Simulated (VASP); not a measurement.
Input of a VASP 6.6.1 run:

File INCAR:

```
PREC = Accurate
ENCUT = 600
EDIFF = 1E-6
ISMEAR = 0
SIGMA = 0.01
LREAL = False
LASPH = True
NELM = 60
ALGO = Normal
ISIF = 3
LWAVE = False
LCHARG = False
GGA = CA
IBRION = 2
NSW = 100
EDIFFG = -0.002
PSTRESS = -20.0
```

Contents of KPOINTS:

```
regular mesh
0
Gamma
  6 6 6
```

The input POSCAR:

```
CdSe
1.0
    3.0039936764      3.0039936764      0.0000000000
   -3.0039936764      3.0039936764      0.0000000000
    0.0000000000      3.0039936764      3.0039936764
Cd Se
1 1
Direct
    0.0000000000      0.0000000000      0.0000000000
    0.7500000000      0.2500000000      0.5000000000
```

Potentials or basis: VASP PAW LDA potentials, release 64 (Cd, Se).

Run with:

```console
$ cat potpaw_LDA.64/Cd/POTCAR potpaw_LDA.64/Se/POTCAR > POTCAR
$ mpirun -np 1 vasp_std > vasp.out
```

Question: Predict the relaxed volume.

Answer: 28.37 Å³/atom.

Question: Estimate the band gap on the k mesh.

Answer: 0.34 eV, direct.

Question: Predict the space group after relaxing (to 0.05 Å).

Answer: F-43m (No. 216).

Final structure:
```yaml
crystal:
  lattice:
    - [3.04974, 3.04974, 0.00000]
    - [-3.04974, 3.04974, 0.00000]
    - [0.00000, 3.04974, 3.04974]
  atoms:
    - { symbol: Cd, position: [0.00000, 0.00000, 0.00000] }
    - { symbol: Se, position: [0.75000, 0.25000, 0.50000] }
```

Caveat: the cell is relaxed towards a set pressure, so the enthalpy falls and the energy may rise.
